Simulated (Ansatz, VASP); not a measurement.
**One calculation of Al, two programs**

File INCAR:

```
PREC = Accurate ; ENCUT = 520
EDIFF = 1E-7 ; ISMEAR = 0
SIGMA = 0.15 ; LREAL = False
LASPH = True ; NELM = 80
ALGO = Fast ; ISIF = 2
LWAVE = False ; LCHARG = False
GGA = PS ; NBANDS = 8
```

Contents of KPOINTS:

```
regular mesh
0
Gamma
  20 20 20
```

File POSCAR:

```
Al
1.0
   -0.0758992500      2.0239800000      2.0239800000
    1.9480807500      0.0000000000      1.9480807500
    2.0239800000      2.0239800000     -0.0758992500
Al
1
Direct
    0.0000000000      0.0000000000      0.0000000000
```

Input for Ansatz:

```yaml
crystal:
  lattice:
    - [-0.07589925, 2.02398, 2.02398]
    - [1.94808075, 0.0, 1.94808075]
    - [2.02398, 2.02398, -0.07589925]
  atoms:
    - { symbol: Al, position: [0.0, 0.0, 0.0] }
basis:
  ecutwfc: 420
kpoints:
  mp_grid: { grid: [20, 20, 20] }
hamiltonian:
  xc: pbesol
scf:
  occupations: { method: gaussian, width: 0.15 }
output:
  forces: true
  stress: true
  eigenvalues: true
```

Change from the starting cell: strain -0.0750 x Voigt [0, 0, 0, 0, 1, 0], atoms carried along.

Alike in both runs: task single point; functional PBEsol; k mesh 20 × 20 × 20; occupations gaussian, width 0.15 eV; no spin polarisation.

```csv
,VASP,Ansatz
version,VASP 6.6.1,Ansatz 0.2.0
potentials or method,"VASP PAW PBE potentials, release 64 (Al), cutoff 520 eV","scalar-relativistic, plane waves, PAW"
valence electrons in the cell,3,3
```

```tsv
	VASP	Ansatz	Ansatz less VASP
gap on the k mesh at the Fermi level (eV)	none	none	-
pressure (GPa)	-1.3	-1.4	-0.06
traceless stress, the component that is largest in VASP (GPa)	2.46	2.43	-0.023
```

VASP's potentials were made for PBE, not for PBEsol. A gap of «none» marks a metal or a gap that the smearing closes. The functional is the same, so the differences come from potentials, cutoffs and numerics.
